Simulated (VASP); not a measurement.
# MnNb (F-43m) in VASP: relaxation of cell and atoms with PBE

Aim: the relaxation of cell and atoms of MnNb with PBE.

All numbers are computed with VASP 6.6.1; they aren't measurements. Logs are shortened: lines on timing, memory, paths and dates and some standing lists are left out, and cuts for length are marked.

## Step 1: The cell of the first run

The structure is cubic, space group F-43m (No. 216). Conventional cell: a = 5.432 Å, b = 5.432 Å, c = 5.432 Å, α = 90.00°, β = 90.00°, γ = 90.00°. Within 3.1 Å of Mn (site symmetry -43m) lie 4 Nb at 2.35 Å. Within 3.1 Å of Nb (site symmetry -43m) lie 4 Mn at 2.35 Å.

## Step 2: Relaxation of cell and atoms, PBE

The input, INCAR:

```
PREC = Accurate ; ENCUT = 500
EDIFF = 1E-7 ; ISMEAR = 0
SIGMA = 0.1 ; LREAL = False
LASPH = True ; NELM = 120
ALGO = Normal ; ISIF = 3
LWAVE = False ; LCHARG = False
GGA = PE ; IBRION = 2
NSW = 100 ; EDIFFG = -0.01
GGA_COMPAT = False ; NELMIN = 4
```

The input, KPOINTS:

```
Automatic mesh
0
Gamma
  18 18 18
```

The input, POSCAR:

```
MnNb
1.0
    0.0000000000      2.7160304271      2.7160304271
    2.7160304271      0.0000000000      2.7160304271
    2.7160304271      2.7160304271      0.0000000000
Mn Nb
1 1
Direct
    0.0000000000      0.0000000000      0.0000000000
    0.2500000000      0.2500000000      0.2500000000
```

Potentials or basis: VASP PAW PBE potentials, release 64 (Mn_pv, Nb_sv).

Command:

```console
> cat potpaw_PBE.64/Mn_pv/POTCAR potpaw_PBE.64/Nb_sv/POTCAR > POTCAR
> mpirun -np 1 vasp_std > vasp.out
```

OUTCAR:

```text
PREC = Accurate
   ENCUT = 500
   EDIFF = 1E-7
   ISMEAR = 0
   LREAL = False
   LASPH = True
   NELM = 120
   ISIF = 3
   GGA = PE
   IBRION = 2
   NSW = 100
   EDIFFG = -0.01
   NELMIN = 4

 ion  position               nearest neighbor table
   1  0.000  0.000  0.000-   2 2.35   2 2.35   2 2.35   2 2.35
   2  0.250  0.250  0.250-   1 2.35   1 2.35   1 2.35   1 2.35

  LATTYP: Found a face centered cubic cell.
 ALAT       =     5.4320608542

  Lattice vectors:

 A1 = (   0.0000000000,   2.7160304271,   2.7160304271)
 A2 = (   2.7160304271,   0.0000000000,   2.7160304271)
 A3 = (   2.7160304271,   2.7160304271,   0.0000000000)

Analysis of symmetry for initial positions (statically):
=====================================================================
 Subroutine PRICEL returns:
 Original cell was already a primitive cell.

 Routine SETGRP: Setting up the symmetry group for a
 face centered cubic supercell.

 Subroutine GETGRP returns: Found 24 space group operations
 (whereof 24 operations were pure point group operations)
 out of a pool of 48 trial point group operations.

The static configuration has the point symmetry T_d .

Analysis of symmetry for dynamics (positions and initial velocities):
=====================================================================
 Subroutine PRICEL returns:
 Original cell was already a primitive cell.

 Routine SETGRP: Setting up the symmetry group for a
 face centered cubic supercell.

 Subroutine GETGRP returns: Found 24 space group operations
 (whereof 24 operations were pure point group operations)
 out of a pool of 48 trial point group operations.

The dynamic configuration has the point symmetry T_d .

 Subroutine INISYM returns: Found 24 space group operations
 (whereof 24 operations are pure point group operations),
 and found     1 'primitive' translations

----------------------------------------------------------------------------------------

                                     Primitive cell

  volume of cell :      40.0713

  direct lattice vectors                    reciprocal lattice vectors
     0.000000000  2.716030427  2.716030427    -0.184092194  0.184092194  0.184092194
     2.716030427  0.000000000  2.716030427     0.184092194 -0.184092194  0.184092194
     2.716030427  2.716030427  0.000000000     0.184092194  0.184092194 -0.184092194

  length of vectors
     3.841047066  3.841047066  3.841047066     0.318857033  0.318857033  0.318857033

  position of ions in fractional coordinates (direct lattice)
     0.000000000  0.000000000  0.000000000
     0.250000000  0.250000000  0.250000000

  ion indices of the primitive-cell ions
   primitive index   ion index
                 1           1
                 2           2

----------------------------------------------------------------------------------------

 KPOINTS: Automatic mesh

Automatic generation of k-mesh.
 Grid dimensions read from file:
 generate k-points for:   18   18   18

 Generating k-lattice:

  Cartesian coordinates                     Fractional coordinates (reciprocal lattice)
    -0.010227344  0.010227344  0.010227344     0.055555556  0.000000000  0.000000000
     0.010227344 -0.010227344  0.010227344     0.000000000  0.055555556  0.000000000
     0.010227344  0.010227344 -0.010227344     0.000000000  0.000000000  0.055555556

  Length of vectors
     0.017714280  0.017714280  0.017714280

  Shift w.r.t. Gamma in fractional coordinates (k-lattice)
     0.000000000  0.000000000  0.000000000

 Subroutine IBZKPT returns following result:
 ===========================================

 Found    195 irreducible k-points:

 Following reciprocal coordinates:
            Coordinates               Weight
  0.000000  0.000000  0.000000      1.000000
  0.055556  0.000000  0.000000      8.000000
  0.111111  0.000000  0.000000      8.000000
  0.166667  0.000000  0.000000      8.000000
  0.222222  0.000000  0.000000      8.000000
  0.277778  0.000000  0.000000      8.000000
[... 16 lines left out ...]
 -0.277778  0.055556  0.000000     24.000000
 -0.222222  0.055556  0.000000     24.000000
 [... further k-points ...]
   k-points           NKPTS =    195   k-points in BZ     NKDIM =    195   number of bands    NBANDS=     17
   number of dos      NEDOS =    301   number of ions     NIONS =      2
   total plane-waves  NPLWV =  21952
   dimension x,y,z NGX =    28 NGY =   28 NGZ =   28
   dimension x,y,z NGXF=    56 NGYF=   56 NGZF=   56
   ions per type =               1   1
   NGX,Y,Z   is equivalent  to a cutoff of  12.12, 12.12, 12.12 a.u.
   NGXF,Y,Z  is equivalent  to a cutoff of  24.24, 24.24, 24.24 a.u.
 SYSTEM =  unknown system
   PREC   = accura    normal or accurate (medium, high low for compatibility)
   ISTART =      0    job   : 0-new  1-cont  2-samecut
   ICHARG =      2    charge: 1-file 2-atom 10-const
   ISPIN  =      1    spin polarized calculation?
   LNONCOLLINEAR =      F non collinear calculations
   LSORBIT =      F    spin-orbit coupling
   LASPH  =      T    aspherical Exc in radial PAW
   ENCUT  =  500.0 eV  36.75 Ry    6.06 a.u.   7.00  7.00  7.00*2*pi/ulx,y,z
   NELM   =    120;   NELMIN=  4; NELMDL= -5     # of ELM steps
   EDIFF  = 0.1E-06   stopping-criterion for ELM
   LREAL  =      F    real-space projection
   EDIFFG = -.1E-01   stopping-criterion for IOM
   NSW    =    100    number of steps for IOM
   IBRION =      2    ionic relax: 0-MD 1-quasi-New 2-CG
   NFREE  =      1    steps in history (QN), initial steepest desc. (CG)
   ISIF   =      3    stress and relaxation
   ISYM   =      2    0-nonsym 1-usesym 2-fastsym
   POTIM  = 0.5000    time-step for ionic-motion
   TEBEG  =    0.0;   TEEND  =   0.0 temperature during run
   PSTRESS=    0.0 pullay stress
   NELECT =      26.0000    total number of electrons
   NUPDOWN=      -1.0000    fix difference up-down
   EMIN   =  10.00;   EMAX   =-10.00  energy-range for DOS
   EFERMI =   0.00;   METHOD = LEGACY
   ISMEAR =     0;   SIGMA  =   0.10  broadening in eV -4-tet -1-fermi 0-gaus
   EFERMI_NEDOS =   21; number of points for ismear=-14 and -15
   IALGO  =     38    algorithm
   IMIX   =      4    mixing-type and parameters
     AMIX     =   0.40;   BMIX     =  1.00
     AMIX_MAG =   1.60;   BMIX_MAG =  1.00
  volume/ion in A,a.u.               =      20.04       135.21
  Fermi-wavevector in a.u.,A,eV,Ry     =   1.417277  2.678265 27.329659  2.008673
  Thomas-Fermi vector in A             =   2.538524
   LORBIT       =      0    0 simple, 1 ext, 2 COOP (PROOUT), +10 PAW based schemes
   GGA     = PE    functional components
   LHFCALC =     F    Hartree Fock is set to
   AEXX    =    0.0000 exact exchange contribution
   IVDW    =     0    specifies the selected vdW correction
   LEPSILON=     F    determine dielectric tensor
   LRPA    =     F    only Hartree local field effects (RPA)
 conjugate gradient relaxation of ions
 non-spin polarized calculation
 Gauss-broadening in eV      SIGMA  =   0.10
  energy-cutoff  :      500.00
  volume of cell :       40.07
 maximum number of plane-waves:      1034
   NGX = 13   NGY = 13   NGZ = 13

--------------------------------------- Ionic step        1  -------------------------------------------

 number of electron      26.0000006 magnetization

 Free energy of the ion-electron system (eV)
  ---------------------------------------------------
  ext. energy  EPLUGINS =         0.00000000
  ---------------------------------------------------
  free energy    TOTEN  =       -15.50228835 eV

  energy without entropy =      -15.48441755  energy(sigma->0) =      -15.49335295

------------------------ aborting loop because EDIFF is reached ----------------------------------------

  FORCE on cell =-STRESS in cart. coord.  units (eV):
  Direction    XX          YY          ZZ          XY          YZ          ZX
  --------------------------------------------------------------------------------------
  -------------------------------------------------------------------------------------
  Total        0.0679421      0.0679421      0.0679421     -0.0000000      0.0000000     -0.0000000
  in kB        2.7165383      2.7165383      2.7165383     -0.0000000      0.0000000     -0.0000000
  external PRESSURE =       2.7165383 kB  Pullay stress =       0.0000000 kB

 VOLUME and BASIS-vectors are now :
 -----------------------------------------------------------------------------
  energy-cutoff  :      500.00
  volume of cell :       40.07
      direct lattice vectors                 reciprocal lattice vectors
     0.000000000  2.716030427  2.716030427    -0.184092194  0.184092194  0.184092194
     2.716030427  0.000000000  2.716030427     0.184092194 -0.184092194  0.184092194
     2.716030427  2.716030427  0.000000000     0.184092194  0.184092194 -0.184092194
[... 37 lines left out ...]
 POSITION                                       TOTAL-FORCE (eV/Angst)
 -----------------------------------------------------------------------------------
      0.00000      2.72048      2.72048        -0.000000     -0.000000     -0.000000
      1.36024      1.36024      1.36024         0.000000      0.000000      0.000000
 -----------------------------------------------------------------------------------
    total drift:                                0.000000      0.000000     -0.000000

  FREE ENERGIE OF THE ION-ELECTRON SYSTEM (eV)
  ---------------------------------------------------
  free  energy   TOTEN  =       -15.5023258663 eV

  energy  without entropy=      -15.4842080030  energy(sigma->0) =      -15.49326693

--------------------------------------- Ionic step        3  -------------------------------------------

 number of electron      26.0000004 magnetization

 Free energy of the ion-electron system (eV)
  ---------------------------------------------------
  ext. energy  EPLUGINS =         0.00000000
  ---------------------------------------------------
  free energy    TOTEN  =       -15.50238253 eV

  energy without entropy =      -15.48437455  energy(sigma->0) =      -15.49337854

 E-fermi :   6.7023     XC(G=0): -10.9375

 val. band max:        6.7006785670   @ k =  -0.2778   0.3889   0.1111
 cond. band min:       6.7038068559   @ k =  -0.3889   0.3889   0.0556
 fundamental gap:      0.0031282889
 Fermi energy:         6.7022549335

 k-point     1 :       0.0000    0.0000    0.0000
  band No.  band energies     occupation
      1     -47.5860      2.00000
      2     -40.3566      2.00000
      3     -40.3566      2.00000
      4     -40.3566      2.00000
      5     -23.6981      2.00000
      6     -23.6981      2.00000
[... 9 lines left out ...]
     16       7.8215      0.00000
     17      10.5513      0.00000
[... 441 lines left out ...]
 k-point    24 :      -0.2222    0.0556    0.0000
  band No.  band energies     occupation
      1     -47.5904      2.00000
      2     -40.3587      2.00000
      3     -40.3580      2.00000
      4     -40.3471      2.00000
      5     -23.7335      2.00000
      6     -23.6993      2.00000
[... 9 lines left out ...]
     16       8.0734      0.00000
     17      10.3135      0.00000

 [... further k-points ...]
[... 5 lines left out ...]
  --------------------------------------------------------------------------------------
  -------------------------------------------------------------------------------------
  Total        0.0020388      0.0020388      0.0020388     -0.0000000      0.0000000     -0.0000000
  in kB        0.0812928      0.0812928      0.0812928     -0.0000000      0.0000000     -0.0000000
  external PRESSURE =       0.0812928 kB  Pullay stress =       0.0000000 kB

 VOLUME and BASIS-vectors are now :
 -----------------------------------------------------------------------------
  energy-cutoff  :      500.00
  volume of cell :       40.18
      direct lattice vectors                 reciprocal lattice vectors
     0.000000000  2.718541035  2.718541035    -0.183922182  0.183922182  0.183922182
     2.718541035  0.000000000  2.718541035     0.183922182 -0.183922182  0.183922182
     2.718541035  2.718541035 -0.000000000     0.183922182  0.183922182 -0.183922182

 POSITION                                       TOTAL-FORCE (eV/Angst)
 -----------------------------------------------------------------------------------
      0.00000      0.00000      0.00000         0.000000      0.000000      0.000000
      1.35927      1.35927      1.35927        -0.000000     -0.000000     -0.000000
 -----------------------------------------------------------------------------------
    total drift:                                0.000001      0.000001      0.000000

  FREE ENERGIE OF THE ION-ELECTRON SYSTEM (eV)
  ---------------------------------------------------
  free  energy   TOTEN  =       -15.5023825276 eV

  energy  without entropy=      -15.4843745471  energy(sigma->0) =      -15.49337854

 reached required accuracy - stopping structural energy minimisation
```

It took 6.6 min on 1 thread of Oxide Virtual Turin-like, shared host; peak memory 0.24 GiB.

Results:

| Property | Result |
| --- | --- |
| Free energy | -15.5024 eV |
| Relaxed volume | 20.09 Å³/atom |
| Relaxed cell | a = 3.845 Å, b = 3.845 Å, c = 3.845 Å, α = 60.00°, β = 60.00°, γ = 60.00° |
| Space group after relaxing (to 0.1 Å) | F-43m (No. 216) |
| Energy gained by relaxing | 0.0 meV/atom |
| Ionic steps | 3 |
| Pressure after relaxing | 0.0 GPa |
| Band gap on the k mesh | zero (bands 13 and 14 overlap by 0.20 eV) |

Final structure:
```yaml
crystal:
  lattice:
    - [0.00000, 2.71854, 2.71854]
    - [2.71854, 0.00000, 2.71854]
    - [2.71854, 2.71854, 0.00000]
  atoms:
    - { symbol: Mn, position: [0.00000, 0.00000, 0.00000] }
    - { symbol: Nb, position: [0.25000, 0.25000, 0.25000] }
```

Levels at points of the mesh, in eV from the Fermi level:
| k point | band 10 | band 11 | band 12 | band 13 | band 14 | band 15 | band 16 | band 17 |
| --- | --- | --- | --- | --- | --- | --- | --- | --- |
| (0.00, 0.00, 0.00) | -1.60 | -1.02 | -1.02 | -1.02 | 1.12 | 1.12 | 1.12 | 3.85 |
| (0.50, 0.00, 0.00) | -1.54 | -1.54 | -1.04 | -1.04 | 0.19 | 1.91 | 1.91 | 3.60 |
| (0.50, 0.50, 0.00) | -1.02 | -1.02 | -0.16 | 0.00 | 0.08 | 1.97 | 3.39 | 3.71 |

Caveat: the run has no spin polarisation, though such a crystal can be magnetic.
